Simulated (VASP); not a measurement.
Runs of VASP 6.6.1 on BP. The structure is that of space group F-43m (No. 216), or close to it. The cells are those of the table. 

```csv
cell,gap on the mesh (eV),pressure (GPa)
"a = 3.185, b = 3.209 Å, angles 59.8, 60.5, 59.8°, 2 atoms",0.99,(b)
"a = 3.307, b = 3.209 Å, angles 61.0, 58.1, 61.0°, 2 atoms",(c),-7.7
"a = 3.233, b = 3.209 Å, angles 60.2, 59.5, 60.2°, 2 atoms",1.15,-1.5
"a = 3.257, b = 3.209 Å, angles 60.5, 59.0, 60.5°, 2 atoms",1.06,(a)
"a = 3.282, b = 3.209 Å, angles 60.7, 58.5, 60.7°, 2 atoms",0.97,-5.8
```

Alike in all rows: task single point; level PBE; potentials or basis VASP PAW PBE potentials, release 64 (B, P); no spin polarisation; k mesh 10 × 10 × 10; cutoff (eV) 520; smearing gaussian 0.05 eV.

Problem. Estimate the missing entries.

Solution. (a) -3.7; (b) 3.5; (c) 0.89.

A k mesh can miss the band edges.
